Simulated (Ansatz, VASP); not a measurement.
## HgTe: VASP beside Ansatz

Contents of INCAR:

```
PREC     = Accurate       # precision mode
ENCUT    = 500            # plane-wave cutoff, eV
EDIFF    = 1E-6           # SCF threshold, eV
ISMEAR   = -1             # smearing method
SIGMA    = 0.08           # smearing width, eV
LREAL    = F              # projectors in reciprocal space
LASPH    = T              # aspherical terms in the spheres
NELM     = 120            # most SCF steps
ALGO     = Normal         # electronic algorithm
ISIF     = 2              # what is computed and relaxed
LWAVE    = F              # write WAVECAR
LCHARG   = F              # write CHGCAR
NBANDS   = 16             # bands
GGA_COMPAT= F
```

Contents of KPOINTS:

```
Automatic mesh
0
Gamma
  10 10 10
```

Contents of POSCAR:

```
HgTe
1.0
    0.0000000000      2.8820154301      2.8820154301
    2.8820154301      0.0000000000      2.8820154301
    2.8820154301      2.8820154301      0.0000000000
Hg Te
1 1
Direct
    0.0000000000      0.0000000000      0.0000000000
    0.5000000000      0.5000000000      0.5000000000
```

Input for Ansatz:

```yaml
crystal:
  lattice:
    - [0.0, 2.8820154301, 2.8820154301]
    - [2.8820154301, 0.0, 2.8820154301]
    - [2.8820154301, 2.8820154301, 0.0]
  atoms:
    - { symbol: Hg, position: [0.0, 0.0, 0.0] }
    - { symbol: Te, position: [0.5, 0.5, 0.5] }
kpoints:
  mp_grid: { grid: [10, 10, 10] }
  band_path:
    path:
      - [0.0, 0.0, 0.0]
      - [0.5, 0.0, 0.5]
      - [0.625, 0.25, 0.625]
      - [0.375, 0.375, 0.75]
      - [0.0, 0.0, 0.0]
      - [0.5, 0.5, 0.5]
      - [0.5, 0.25, 0.75]
      - [0.5, 0.0, 0.5]
    npoints: 5
scf:
  occupations: { method: fermi_dirac, width: 0.08 }
hamiltonian:
  xc: lda
  pseudopotentials: { kind: all_electron, lapw: { basis_error: 0.001 } }
output:
  forces: true
  stress: true
  eigenvalues: true
```

Change from the starting cell: volume scaled by 0.96.

Alike in both runs: task single point; functional LDA; k mesh 10 × 10 × 10; occupations fermi-dirac, width 0.08 eV; no spin polarisation.

|  | VASP | Ansatz |
| --- | --- | --- |
| version | VASP 6.6.1 | Ansatz 0.2.0 |
| potentials or method | VASP PAW LDA potentials, release 64 (Hg, Te), cutoff 500 eV | all-electron LAPW, scalar-relativistic |

```tsv
	VASP	Ansatz	Ansatz less VASP
pressure (GPa)	8.4	7.7	-0.66
```

LDA's correlation is that of Perdew and Zunger in VASP and of Perdew and Wang (1992) in Ansatz. Ansatz ran all-electron here, and VASP with PAW potentials.

Spin-orbit coupling is off throughout.
